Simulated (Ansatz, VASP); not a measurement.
**One calculation of Si, two programs**

Contents of INCAR:

```
ALGO     = Normal         # electronic algorithm
EDIFF    = 1E-6           # SCF threshold, eV
ENCUT    = 520            # plane-wave cutoff, eV
GGA      = PE             # functional
ISIF     = 2              # what is computed and relaxed
ISMEAR   = 0              # smearing method
LASPH    = T              # aspherical terms in the spheres
LCHARG   = F              # write CHGCAR
LREAL    = F              # projectors in reciprocal space
LWAVE    = F              # write WAVECAR
NBANDS   = 16             # bands
NELM     = 60             # most SCF steps
PREC     = Accurate       # precision mode
SIGMA    = 0.05           # smearing width, eV
```

KPOINTS

```
k-points
0
Gamma
  12 12 6
```

The input POSCAR:

```
Si
1.0
    3.7865833161      0.0000000000      0.0000000000
   -1.8932916580      3.2792773453      0.0000000000
    0.0000000000      0.0000000000      6.5833537533
Si
4
Direct
    0.3333333333      0.6666666667      0.0487915372
    0.6666666667      0.3333333333      0.5487915372
    0.3333333333      0.6666666667      0.4512084628
    0.6666666667      0.3333333333      0.9512084628
```

Input for Ansatz:

```yaml
crystal:
  lattice:
    - [3.7865833161, 0.0, 0.0]
    - [-1.893291658, 3.2792773453, 0.0]
    - [0.0, 0.0, 6.5833537533]
  atoms:
    - { symbol: Si, position: [0.3333333333, 0.6666666667, 0.0487915372] }
    - { symbol: Si, position: [0.6666666667, 0.3333333333, 0.5487915372] }
    - { symbol: Si, position: [0.3333333333, 0.6666666667, 0.4512084628] }
    - { symbol: Si, position: [0.6666666667, 0.3333333333, 0.9512084628] }
basis:
  ecutwfc: 420
kpoints:
  mp_grid: { grid: [12, 12, 6] }
hamiltonian:
  xc: pbe
  pseudopotentials: { kind: paw, azcp: { folder: soft_1 } }
scf:
  occupations: { method: gaussian, width: 0.05 }
output:
  forces: true
  stress: true
  eigenvalues: true
```

Alike in both runs: task single point; functional PBE; k mesh 12 × 12 × 6; occupations gaussian, width 0.05 eV; no spin polarisation.

|  | VASP | Ansatz |
| --- | --- | --- |
| version | VASP 6.6.1 | Ansatz 0.2.0 |
| potentials or method | VASP PAW PBE potentials, release 64 (Si), cutoff 520 eV | scalar-relativistic, plane waves, PAW |
| valence electrons in the cell | 16 | 16 |

```tsv
	VASP	Ansatz	Ansatz less VASP
gap on the k mesh at the Fermi level (eV)	none	none	-
pressure (GPa)	2.7	2.8	+0.07
traceless stress, the component that is largest in VASP (GPa)	-11.18	-11.20	-0.025
rms of the force components (eV/Å)	1.090	1.091	+0.0013
```

Atom by atom the forces differ by 0.001 eV/Å (rms over components). A gap of «none» marks a metal or a gap that the smearing closes.
